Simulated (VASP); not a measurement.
# MoS2 (R3m) in VASP: notebook

Aim: see how the results for MoS2 move with the level of theory and the settings. Levels: r2SCAN, PBEsol. Tasks: single point.

Everything below comes from runs of VASP 6.6.1. Logs are shortened: lines on timing, memory, paths and dates and some standing lists are left out, and cuts for length are marked.

## Step 1: The cell of the first run

It takes space group R3m (No. 160, trigonal). Conventional cell: a = 3.185 Å, b = 3.185 Å, c = 19.487 Å, α = 90.00°, β = 90.00°, γ = 120.00°. Mo (site symmetry 3m) has 6 S at 2.41 Å and 6 Mo at 3.19 Å within 3.2 Å. Within 3.2 Å of S (site symmetry 3m) lie 3 Mo at 2.41 Å and 7 S at 3.10 to 3.19 Å. Within 3.2 Å of S (site symmetry 3m) lie 3 Mo at 2.41 Å and 7 S at 3.10 to 3.19 Å.

## Step 2: Single point, r2SCAN

Contents of POSCAR:

```
MoS2
1.0
    1.5925061944      0.9194338800      6.4957023864
   -1.5925061944      0.9194338800      6.4957023864
    0.0000000000     -1.8388677600      6.4957023864
Mo S
1 2
Direct
    0.0001072315      0.0001072315      0.0001072315
    0.4131073812      0.4131073812      0.4131073812
    0.2537853873      0.2537853873      0.2537853873
```

Contents of INCAR.step1:

```
PREC = Accurate
ENCUT = 520
ISMEAR = -1
SIGMA = 0.05
LREAL = False
LASPH = True
NELM = 100
NBANDS = 20
GGA = PE
ALGO = Normal
EDIFF = 1E-4
LWAVE = True
LCHARG = False
```

Contents of INCAR.step2:

```
PREC = Accurate
ENCUT = 520
EDIFF = 1E-7
ISMEAR = -1
SIGMA = 0.05
LREAL = False
LASPH = True
NELM = 100
ALGO = Normal
ISIF = 2
LWAVE = False
LCHARG = False
METAGGA = R2SCAN
LMIXTAU = True
NBANDS = 20
ISTART = 1
```

Contents of KPOINTS:

```
regular mesh
0
Gamma
  10 10 10
```

Potentials or basis: VASP PAW PBE potentials, release 64 (Mo_sv, S).

On the command line:

```bash
$ cat potpaw_PBE.64/Mo_sv/POTCAR potpaw_PBE.64/S/POTCAR > POTCAR
$ cp INCAR.step1 INCAR
$ mpirun -np 1 vasp_std > vasp.out
$ cp INCAR.step2 INCAR
$ mpirun -np 1 vasp_std > vasp.out
```

OUTCAR:

```text
PREC = Accurate
   ENCUT = 520
   EDIFF = 1E-7
   ISMEAR = -1
   LREAL = False
   LASPH = True
   NELM = 100
   ISIF = 2
   METAGGA = R2SCAN
   ISTART = 1

 ion  position               nearest neighbor table
   1  0.000  0.000  0.000-   3 2.41   3 2.41   3 2.41   2 2.41   2 2.41   2 2.41
   2  0.413  0.413  0.413-   1 2.41   1 2.41   1 2.41
   3  0.254  0.254  0.254-   1 2.41   1 2.41   1 2.41

  LATTYP: Found a trigonal (rhomboedric) cell.
 ALAT       =     6.7509691254
 COS(alpha) =     0.8887090082

  Lattice vectors:

 A1 = (   1.5925061944,   0.9194338800,   6.4957023864)
 A2 = (  -1.5925061944,   0.9194338800,   6.4957023864)
 A3 = (   0.0000000000,  -1.8388677600,   6.4957023864)

Analysis of symmetry for initial positions (statically):
=====================================================================
 Subroutine PRICEL returns:
 Original cell was already a primitive cell.

 Routine SETGRP: Setting up the symmetry group for a
 trigonal (rhombohedral) supercell.

 Subroutine GETGRP returns: Found  6 space group operations
 (whereof  6 operations were pure point group operations)
 out of a pool of 12 trial point group operations.

The static configuration has the point symmetry C_3v.

Analysis of symmetry for dynamics (positions and initial velocities):
=====================================================================
 Subroutine PRICEL returns:
 Original cell was already a primitive cell.

 Routine SETGRP: Setting up the symmetry group for a
 trigonal (rhombohedral) supercell.

 Subroutine GETGRP returns: Found  6 space group operations
 (whereof  6 operations were pure point group operations)
 out of a pool of 12 trial point group operations.

The dynamic configuration has the point symmetry C_3v.

 Subroutine INISYM returns: Found  6 space group operations
 (whereof  6 operations are pure point group operations),
 and found     1 'primitive' translations

----------------------------------------------------------------------------------------

                                     Primitive cell

  volume of cell :      57.0662

  direct lattice vectors                    reciprocal lattice vectors
     1.592506194  0.919433880  6.495702386     0.313970521  0.181270965  0.051315980
    -1.592506194  0.919433880  6.495702386    -0.313970521  0.181270965  0.051315980
     0.000000000 -1.838867760  6.495702386     0.000000000 -0.362541930  0.051315980

  length of vectors
     6.750969125  6.750969125  6.750969125     0.366155678  0.366155678  0.366155678

  position of ions in fractional coordinates (direct lattice)
     0.000107232  0.000107232  0.000107232
     0.413107381  0.413107381  0.413107381
     0.253785387  0.253785387  0.253785387

  ion indices of the primitive-cell ions
   primitive index   ion index
                 1           1
                 2           2
                 3           3

----------------------------------------------------------------------------------------

 KPOINTS: regular mesh

Automatic generation of k-mesh.
 Grid dimensions read from file:
 generate k-points for:   10   10   10

 Generating k-lattice:

  Cartesian coordinates                     Fractional coordinates (reciprocal lattice)
     0.031397052  0.018127096  0.005131598     0.100000000 -0.000000000  0.000000000
    -0.031397052  0.018127096  0.005131598    -0.000000000  0.100000000  0.000000000
     0.000000000 -0.036254193  0.005131598     0.000000000  0.000000000  0.100000000

  Length of vectors
     0.036615568  0.036615568  0.036615568

  Shift w.r.t. Gamma in fractional coordinates (k-lattice)
     0.000000000  0.000000000  0.000000000

 Subroutine IBZKPT returns following result:
 ===========================================

 Found    116 irreducible k-points:

 Following reciprocal coordinates:
            Coordinates               Weight
  0.000000  0.000000  0.000000      1.000000
  0.100000 -0.000000  0.000000      6.000000
  0.200000 -0.000000  0.000000      6.000000
  0.300000  0.000000  0.000000      6.000000
  0.400000  0.000000  0.000000      6.000000
  0.500000  0.000000 -0.000000      3.000000
[... 16 lines left out ...]
  0.300000  0.300000 -0.000000      6.000000
  0.400000  0.300000 -0.000000     12.000000
 [... further k-points ...]
   k-points           NKPTS =    116   k-points in BZ     NKDIM =    116   number of bands    NBANDS=     20
   number of dos      NEDOS =    301   number of ions     NIONS =      3
   total plane-waves  NPLWV = 125000
   dimension x,y,z NGX =    50 NGY =   50 NGZ =   50
   dimension x,y,z NGXF=   100 NGYF=  100 NGZF=  100
   ions per type =               1   2
   NGX,Y,Z   is equivalent  to a cutoff of  12.31, 12.31, 12.31 a.u.
   NGXF,Y,Z  is equivalent  to a cutoff of  24.63, 24.63, 24.63 a.u.
 SYSTEM =  unknown system
   PREC   = accura    normal or accurate (medium, high low for compatibility)
   ISTART =      1    job   : 0-new  1-cont  2-samecut
   ICHARG =      0    charge: 1-file 2-atom 10-const
   ISPIN  =      1    spin polarized calculation?
   LNONCOLLINEAR =      F non collinear calculations
   LSORBIT =      F    spin-orbit coupling
   LASPH  =      T    aspherical Exc in radial PAW
   ENCUT  =  520.0 eV  38.22 Ry    6.18 a.u.  12.55 12.55 12.55*2*pi/ulx,y,z
   NELM   =    100;   NELMIN=  2; NELMDL=  0     # of ELM steps
   EDIFF  = 0.1E-06   stopping-criterion for ELM
   LREAL  =      F    real-space projection
   EDIFFG = 0.1E-05   stopping-criterion for IOM
   NSW    =      0    number of steps for IOM
   IBRION =     -1    ionic relax: 0-MD 1-quasi-New 2-CG
   NFREE  =      0    steps in history (QN), initial steepest desc. (CG)
   ISIF   =      2    stress and relaxation
   ISYM   =      2    0-nonsym 1-usesym 2-fastsym
   POTIM  = 0.5000    time-step for ionic-motion
   TEBEG  =    0.0;   TEEND  =   0.0 temperature during run
   PSTRESS=    0.0 pullay stress
   NELECT =      26.0000    total number of electrons
   NUPDOWN=      -1.0000    fix difference up-down
   EMIN   =  10.00;   EMAX   =-10.00  energy-range for DOS
   EFERMI =   0.00;   METHOD = LEGACY
   ISMEAR =    -1;   SIGMA  =   0.05  broadening in eV -4-tet -1-fermi 0-gaus
   EFERMI_NEDOS =   21; number of points for ismear=-14 and -15
   IALGO  =     38    algorithm
   IMIX   =      4    mixing-type and parameters
     AMIX     =   0.40;   BMIX     =  1.00
     AMIX_MAG =   1.60;   BMIX_MAG =  1.00
  volume/ion in A,a.u.               =      19.02       128.37
  Fermi-wavevector in a.u.,A,eV,Ry     =   1.259717  2.380520 21.590903  1.586887
  Thomas-Fermi vector in A             =   2.393263
   LORBIT       =      0    0 simple, 1 ext, 2 COOP (PROOUT), +10 PAW based schemes
   METAGGA = R2SCAN    functional components
   LHFCALC =     F    Hartree Fock is set to
   AEXX    =    0.0000 exact exchange contribution
   IVDW    =     0    specifies the selected vdW correction
   LEPSILON=     F    determine dielectric tensor
   LRPA    =     F    only Hartree local field effects (RPA)
 non-spin polarized calculation
  energy-cutoff  :      520.00
  volume of cell :       57.07
 maximum number of plane-waves:      1554
   NGX = 25   NGY = 25   NGZ = 25

 number of electron      25.9999999 magnetization

 Free energy of the ion-electron system (eV)
  ---------------------------------------------------
  ext. energy  EPLUGINS =         0.00000000
  ---------------------------------------------------
  free energy    TOTEN  =       -45.04081200 eV

  energy without entropy =      -45.04081193  energy(sigma->0) =      -45.04081197

 E-fermi :   7.0352     XC(G=0): -11.0354

 val. band max:        6.4702462290   @ k =   0.5000   0.5000   0.5000
 cond. band min:       7.7629733448   @ k =  -0.3000   0.3000   0.0000
 fundamental gap:      1.2927271158
 Fermi energy:         7.0351861316

 k-point     1 :       0.0000    0.0000    0.0000
  band No.  band energies     occupation
      1     -56.9092      2.00000
      2     -30.3216      2.00000
      3     -30.1132      2.00000
      4     -30.1132      2.00000
      5      -8.9522      2.00000
      6      -7.3723      2.00000
[... 12 lines left out ...]
     19      14.7950      0.00000
     20      15.5430      0.00000

 k-point     2 :       0.1000   -0.0000    0.0000
  band No.  band energies     occupation
      1     -56.9052      2.00000
      2     -30.3137      2.00000
      3     -30.1522      2.00000
      4     -30.1221      2.00000
      5      -8.7977      2.00000
      6      -7.3200      2.00000
[... 12 lines left out ...]
     19      14.9631      0.00000
     20      16.1539      0.00000

 k-point     3 :       0.2000   -0.0000    0.0000
  band No.  band energies     occupation
      1     -56.8950      2.00000
      2     -30.2932      2.00000
      3     -30.2531      2.00000
      4     -30.1451      2.00000
      5      -8.3693      2.00000
      6      -7.1755      2.00000
[... 12 lines left out ...]
     19      15.6197      0.00000
     20      16.0903      0.00000

 k-point     4 :       0.3000    0.0000    0.0000
  band No.  band energies     occupation
      1     -56.8822      2.00000
      2     -30.3756      2.00000
      3     -30.2677      2.00000
      4     -30.1734      2.00000
      5      -7.7763      2.00000
      6      -6.9788      2.00000
[... 12 lines left out ...]
     19      14.7050      0.00000
     20      15.2483      0.00000

 k-point     5 :       0.4000    0.0000    0.0000
  band No.  band energies     occupation
      1     -56.8719      2.00000
      2     -30.4732      2.00000
      3     -30.2470      2.00000
      4     -30.1961      2.00000
      5      -7.2195      2.00000
      6      -6.8018      2.00000
[... 12 lines left out ...]
     19      14.1254      0.00000
     20      14.6138      0.00000

 k-point     6 :       0.5000    0.0000   -0.0000
  band No.  band energies     occupation
      1     -56.8679      2.00000
      2     -30.5101      2.00000
      3     -30.2391      2.00000
      4     -30.2048      2.00000
      5      -6.9791      2.00000
      6      -6.7302      2.00000
[... 12 lines left out ...]
     19      14.0771      0.00000
     20      14.5081      0.00000

 k-point     7 :       0.1000    0.1000    0.0000
  band No.  band energies     occupation
      1     -56.9052      2.00000
      2     -30.3137      2.00000
      3     -30.1522      2.00000
      4     -30.1221      2.00000
      5      -8.7940      2.00000
      6      -7.3267      2.00000
[... 12 lines left out ...]
     19      14.9837      0.00000
     20      16.1690      0.00000
[... 277 lines left out ...]
 k-point    20 :      -0.4000    0.2000    0.0000
  band No.  band energies     occupation
      1     -56.8647      2.00000
      2     -30.4645      2.00000
      3     -30.2901      2.00000
      4     -30.2328      2.00000
      5      -6.8031      2.00000
      6      -6.6449      2.00000
[... 12 lines left out ...]
     19      15.5003      0.00000
     20      15.8558      0.00000

 k-point    21 :      -0.3000    0.2000    0.0000
  band No.  band energies     occupation
      1     -56.8679      2.00000
      2     -30.4469      2.00000
      3     -30.2704      2.00000
      4     -30.2392      2.00000
      5      -7.0103      2.00000
      6      -6.7017      2.00000
[... 12 lines left out ...]
     19      15.0649      0.00000
     20      16.0446      0.00000

 k-point    22 :      -0.2000    0.2000    0.0000
  band No.  band energies     occupation
      1     -56.8763      2.00000
      2     -30.3964      2.00000
      3     -30.2559      2.00000
      4     -30.2229      2.00000
      5      -7.4849      2.00000
      6      -6.8598      2.00000
[... 12 lines left out ...]
     19      15.1499      0.00000
     20      15.9986      0.00000

 k-point    23 :       0.3000    0.3000   -0.0000
  band No.  band energies     occupation
      1     -56.8822      2.00000
      2     -30.3756      2.00000
      3     -30.2677      2.00000
      4     -30.1734      2.00000
      5      -7.7486      2.00000
      6      -7.0170      2.00000
[... 12 lines left out ...]
     19      14.9784      0.00000
     20      15.4291      0.00000

 k-point    24 :       0.4000    0.3000   -0.0000
  band No.  band energies     occupation
      1     -56.8751      2.00000
      2     -30.4270      2.00000
      3     -30.2535      2.00000
      4     -30.2060      2.00000
      5      -7.3739      2.00000
      6      -6.8939      2.00000
[... 12 lines left out ...]
     19      14.6704      0.00000
     20      15.5369      0.00000

 [... further k-points ...]
[... 5 lines left out ...]
  --------------------------------------------------------------------------------------
  -------------------------------------------------------------------------------------
  Total        0.0301482      0.0301482     -0.0053976      0.0000000      0.0000000      0.0000000
  in kB        0.8464328      0.8464328     -0.1515407      0.0000000      0.0000000      0.0000000
  external PRESSURE =       0.5137750 kB  Pullay stress =       0.0000000 kB

 VOLUME and BASIS-vectors are now :
 -----------------------------------------------------------------------------
  energy-cutoff  :      520.00
  volume of cell :       57.07
      direct lattice vectors                 reciprocal lattice vectors
     1.592506194  0.919433880  6.495702386     0.313970521  0.181270965  0.051315980
    -1.592506194  0.919433880  6.495702386    -0.313970521  0.181270965  0.051315980
     0.000000000 -1.838867760  6.495702386     0.000000000 -0.362541930  0.051315980

 POSITION                                       TOTAL-FORCE (eV/Angst)
 -----------------------------------------------------------------------------------
      0.00000      0.00000      0.00209         0.000000      0.000000     -0.001208
      0.00000      0.00000      8.05027         0.000000     -0.000000      0.002240
      0.00000      0.00000      4.94554         0.000000      0.000000     -0.001032
 -----------------------------------------------------------------------------------
    total drift:                                0.000000     -0.000000      0.000113

  FREE ENERGIE OF THE ION-ELECTRON SYSTEM (eV)
  ---------------------------------------------------
  free  energy   TOTEN  =       -45.0408120040 eV

  energy  without entropy=      -45.0408119310  energy(sigma->0) =      -45.04081197
```

Run time: 21 min. Hardware: 1 thread of AMD EPYC 9R45 (Zen 5), shared host; peak memory 0.43 GiB.

Results:

```
Free energy            : -45.0408 eV
Pressure               : 0.1 GPa
Band gap on the k mesh : 1.29 eV (least direct gap 2.02 eV)
```

Forces in eV/Å, atoms in the order of the input:
```
Mo   0.000  0.000 -0.001
S    0.000  0.000  0.002
S    0.000  0.000 -0.001
```

Stress tensor (GPa, compression positive):
```
 0.08  0.00  0.00
 0.00  0.08  0.00
 0.00  0.00 -0.02
```

Levels at points of the mesh, in eV from the valence-band top:
| k point | band 10 | band 11 | band 12 | band 13 | band 14 | band 15 | band 16 | band 17 |
| --- | --- | --- | --- | --- | --- | --- | --- | --- |
| (0.00, 0.00, 0.00) | -2.24 | -2.24 | -1.55 | -0.90 | 2.34 | 2.34 | 2.65 | 2.65 |
| (0.50, 0.00, 0.00) | -3.97 | -2.38 | -1.65 | -1.29 | 1.81 | 2.28 | 3.80 | 3.88 |
| (0.50, 0.50, 0.00) | -3.93 | -2.76 | -1.74 | -1.16 | 1.79 | 2.36 | 3.45 | 4.12 |
| (0.50, 0.50, 0.50) | -3.17 | -2.22 | -2.22 | 0.00 | 2.39 | 2.39 | 2.59 | 2.59 |

Caveat: the PAW data sets were made with another functional, which shifts forces and pressure a little.

## Step 3: Single point, PBEsol, non-collinear spin, zero start, spin-orbit coupling

This run uses another cell than the first one, of 17.73 Å³/atom.

Contents of INCAR:

```
SYSTEM = MoS2
  GGA = PS
  LSORBIT = .TRUE.
  MAGMOM = 0 0 0 0 0 0 0 0 0
  LORBIT = 11
  ISMEAR = 0
  SIGMA = 0.03
  LWAVE = .FALSE.
  LCHARG = .FALSE.
  ISIF = 2
  PREC = Accurate
  LASPH = .TRUE.
  LREAL = .FALSE.
  ALGO = Normal
  EDIFF = 1E-6
  NELM = 200
  GGA_COMPAT = .FALSE.
  ENCUT = 340
  EFERMI = MIDGAP
  LMAXMIX = 4
  KPAR = 4
```

Contents of KPOINTS:

```
Automatic mesh
0
Gamma
  8 8 8
  0 0 0
```

Contents of POSCAR:

```
MoS2
1.0
    1.5800000000      0.9122134253      6.1500000000
   -1.5800000000      0.9122134253      6.1500000000
    0.0000000000     -1.8244268506      6.1500000000
Mo S
1 2
Direct
    0.0000000000      0.0000000000      0.0000000000
    0.4170000000      0.4170000000      0.4170000000
    0.2500000000      0.2500000000      0.2500000000
```

Potentials or basis: VASP PAW PBE potentials, release 64 (Mo_sv, S).

On the command line:

```bash
$ cat potpaw_PBE.64/Mo_sv/POTCAR potpaw_PBE.64/S/POTCAR > POTCAR
$ mpirun -np 4 vasp_ncl > vasp.out
```

Wall time 3 min (4 MPI ranks of Intel Xeon 6975P-C (Granite Rapids), shared host); peak memory 0.6 GiB.

Results (log left out):

```yaml
Free_energy: -23.5391 eV
Pressure: -0.1 GPa
Largest_force: 0.267 eV/Å
Net_moment: 0.00 μB per cell
Valence_electrons_inside_the_program's_atomic_spheres: Mo 12.53; S 3.68, 3.69
```

Forces in eV/Å, atoms in the order of the input:
```
Mo   0.000  0.000  0.086
S    0.000  0.000  0.181
S    0.000  0.000 -0.267
```

Stress tensor (GPa, compression positive):
```
-1.07  0.00  0.00
 0.00 -1.07  0.00
 0.00  0.00  1.89
```

Moments on the atoms (μB; x, y, z):
```
Mo  0.00 0.00 0.00
S   0.00 0.00 0.00
S   0.00 0.00 0.00
```

Caveat: the PAW data sets were made with another functional, which shifts forces and pressure a little.

[end of part 1 of 2]
